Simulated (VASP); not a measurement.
Runs of VASP 6.6.1 on SnTe. The structure is that of space group Fm-3m (No. 225), or close to it. The cells are those of the table. 

| level | cell | k mesh | cutoff (eV) | smearing | grid for exact exchange (PRECFOCK) | share of exact exchange | gap on the mesh (eV) | pressure (GPa) |
| --- | --- | --- | --- | --- | --- | --- | --- | --- |
| PBE | a = 4.443 Å, angles 60.0°, 2 atoms | 6 × 6 × 6 | 500 | fermi-dirac 0.02 eV | - | - | 0.12 | 2.6 |
| PBE | a = 4.510 Å, angles 60.0°, 2 atoms | 8 × 8 × 8 | 500 | fermi-dirac 0.02 eV | - | - | 0.01 | 0.6 |
| PBE | a = 4.536 Å, angles 60.0°, 2 atoms | 6 × 6 × 6 | 500 | fermi-dirac 0.02 eV | - | - | 0.06 | -0.1 |
| r2SCAN | a = 4.418 Å, angles 60.0°, 2 atoms | 6 × 6 × 6 | 550 | fermi-dirac 0.02 eV | - | - | 0.06 | 3.0 |
| r2SCAN | a = 4.465 Å, angles 60.0°, 2 atoms | 6 × 6 × 6 | 550 | fermi-dirac 0.02 eV | - | - | 0.05 | 1.4 |
| PBE | a = 4.490 Å, angles 60.0°, 2 atoms | 6 × 6 × 6 | 500 | fermi-dirac 0.02 eV | - | - | (a) | 1.1 |
| r2SCAN | a = 4.510 Å, angles 60.0°, 2 atoms | 6 × 6 × 6 | 550 | fermi-dirac 0.02 eV | - | - | 0.14 | (b) |
| PBE0 | a = 4.510 Å, angles 60.0°, 2 atoms | 6 × 6 × 6 | 400 | gaussian 0.01 eV | Normal | 0.25 | 0.74 | (c) |
| PBE | a = 4.581 Å, angles 60.0°, 2 atoms | 6 × 6 × 6 | 500 | fermi-dirac 0.02 eV | - | - | 0.14 | -1.2 |
| r2SCAN | a = 4.555 Å, angles 60.0°, 2 atoms | 6 × 6 × 6 | 550 | fermi-dirac 0.02 eV | - | - | 0.23 | -1.2 |
| r2SCAN | a = 4.599 Å, angles 60.0°, 2 atoms | 6 × 6 × 6 | 550 | fermi-dirac 0.02 eV | - | - | 0.31 | (d) |
| r2SCAN | a = 4.510 Å, angles 60.0°, 2 atoms | 8 × 8 × 8 | 550 | fermi-dirac 0.02 eV | - | - | 0.14 | -0.1 |

Alike in all rows: task single point; potentials or basis VASP PAW PBE potentials, release 64 (Sn_d, Te); no spin polarisation.

Question: Estimate the missing entries.

Answer: (a) 0.03; (b) 0.0; (c) -0.5; (d) -2.3.

Caveats: spin-orbit coupling is left out, which moves the levels of the heavy elements; the PAW data sets were made with another functional, which shifts forces and pressure a little (at least some runs).

A k mesh can miss the band edges, and the runs leave out spin-orbit coupling on Sn, Te.
